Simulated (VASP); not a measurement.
Runs of VASP 6.6.1 on Si5N. The structure is that of space group F-43m (No. 216), or close to it. The cells are those of the table. 

| task | spin | cell | k mesh | cutoff (eV) | gap on the mesh (eV) | pressure (GPa) | moment (μB) | relaxed volume (Å³/atom) |
| --- | --- | --- | --- | --- | --- | --- | --- | --- |
| relaxation of cell and atoms | collinear, ferromagnetic start | relaxed from a = 5.082 Å, angles 60.0°, 6 atoms | 4 × 4 × 4 | 600 | none | -0.1 | 0.13 | 14.20 |
| relaxation of cell and atoms | off | relaxed from a = 4.940 Å, angles 60.0°, 6 atoms | 10 × 10 × 10 | 600 | none | -0.1 | - | (a) |
| single point | off | a = 4.946 Å, angles 60.0°, 6 atoms | 10 × 10 × 10 | 520 | none | -0.1 | - | - |
| single point | collinear, ferromagnetic start | a = 4.940 Å, angles 60.0°, 6 atoms | 4 × 4 × 4 | 520 | none | -0.1 | 0.12 | - |

Alike in all rows: level PBE; potentials or basis VASP PAW PBE potentials, release 64 (Si, N); smearing gaussian 0.1 eV.

Fill in the values left out.

(a) 14.26.

Caveats: some runs use coarse meshes.

A gap of «none» marks levels without a gap at the run's occupations.
